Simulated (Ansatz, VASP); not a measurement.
**H: VASP beside Ansatz**

File INCAR:

```
SYSTEM = H
PREC = Accurate
ENCUT = 520
EDIFF = 1E-6
ISMEAR = 0
SIGMA = 0.02
LREAL = .False.
LASPH = .True.
NELM = 100
ALGO = Normal
ISIF = 2
LWAVE = .False.
LCHARG = .False.
GGA = PS
NBANDS = 10
```

Contents of KPOINTS:

```
Automatic mesh
0
Gamma
  6 6 6
  0 0 0
```

File POSCAR:

```
H
1.0
    2.6106004258     -2.5489972608      0.0171045564
    2.5611606291      2.4984677729      0.0231136646
    0.0317472335      0.0048479850      4.1122446782
H
4
Direct
    0.9670020716      0.0132667702      0.0564372334
    0.4541963689      0.5721292699      0.4012082280
    0.5369673576      0.4431455253      0.4925972676
    0.0792056082      0.9373123850      0.9117002412
```

Input for Ansatz:

```yaml
crystal:
  lattice:
    - [2.6106004258, -2.5489972608, 0.0171045564]
    - [2.5611606291, 2.4984677729, 0.0231136646]
    - [0.0317472335, 0.004847985, 4.1122446782]
  atoms:
    - { symbol: H, position: [0.9670020716, 0.0132667702, 0.0564372334] }
    - { symbol: H, position: [0.4541963689, 0.5721292699, 0.401208228] }
    - { symbol: H, position: [0.5369673576, 0.4431455253, 0.4925972676] }
    - { symbol: H, position: [0.0792056082, 0.937312385, 0.9117002412] }
basis:
  ecutwfc: 420
kpoints:
  mp_grid: { grid: [6, 6, 6] }
hamiltonian:
  xc: pbesol
scf:
  occupations: { method: gaussian, width: 0.02 }
output:
  forces: true
  stress: true
  eigenvalues: true
```

Change from the starting cell: all atoms moved at random (sigma 0.1 Å), cell strained at random (1 %).

Alike in both runs: task single point; functional PBEsol; k mesh 6 × 6 × 6; occupations gaussian, width 0.02 eV; no spin polarisation.

```csv
,VASP,Ansatz
version,VASP 6.6.1,Ansatz 0.2.0
potentials or method,"VASP PAW PBE potentials, release 64 (H), cutoff 520 eV","scalar-relativistic, plane waves, PAW"
valence electrons in the cell,4,4
```

Ansatz gave:

* gap on the k mesh at the Fermi level (eV): 9.02
* least direct gap on the mesh (eV): 9.41
* pressure (GPa): 2.8
* traceless stress, the component that is largest in VASP (GPa): -4.43
* rms of the force components (eV/Å): 1.859

Task: What did VASP give for the same quantities?

Result: gap on the k mesh at the Fermi level (eV): 9.02; least direct gap on the mesh (eV): 9.41; pressure (GPa): 2.7; traceless stress, the component that is largest in VASP (GPa): -4.45; rms of the force components (eV/Å): 1.874.

VASP's potentials were made for PBE, not for PBEsol. Atom by atom the forces differ by 0.015 eV/Å (rms over components).
